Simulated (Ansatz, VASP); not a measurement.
**ZnS2 in VASP and in Ansatz**

```xyz
3
Lattice="0.0000 3.0064 3.0064 3.0064 0.0000 3.0064 3.0064 3.0064 0.0000" Properties=species:S:1:pos:R:3 pbc="T T T"
Zn    0.0000    0.0000    0.0000
S     1.5032    1.5032    1.5032
S     4.5095    4.5095    4.5095
```

Alike in both runs: functional r2SCAN; k mesh 14 × 14 × 14; occupations gaussian, width 0.1 eV; no spin polarisation.

Ansatz relaxed the structure, and its values are those at the end. VASP's run is a single point on that final structure, the one shown.

```csv
,VASP,Ansatz
version,VASP 6.6.1,Ansatz 0.2.0
potentials or method,"VASP PAW PBE potentials, release 64 (Zn, S), cutoff 520 eV","scalar-relativistic, plane waves, PAW"
valence electrons in the cell,24,24
```

Ansatz gave:

```
gap on the k mesh at the Fermi level (eV) : none
pressure (GPa)                            : 0.0
```

Question: Estimate VASP's values.

Answer: gap on the k mesh at the Fermi level (eV): none; pressure (GPa): 0.1.

VASP's potentials were made for PBE, not for r2SCAN. A gap of «none» marks a metal or a gap that the smearing closes.
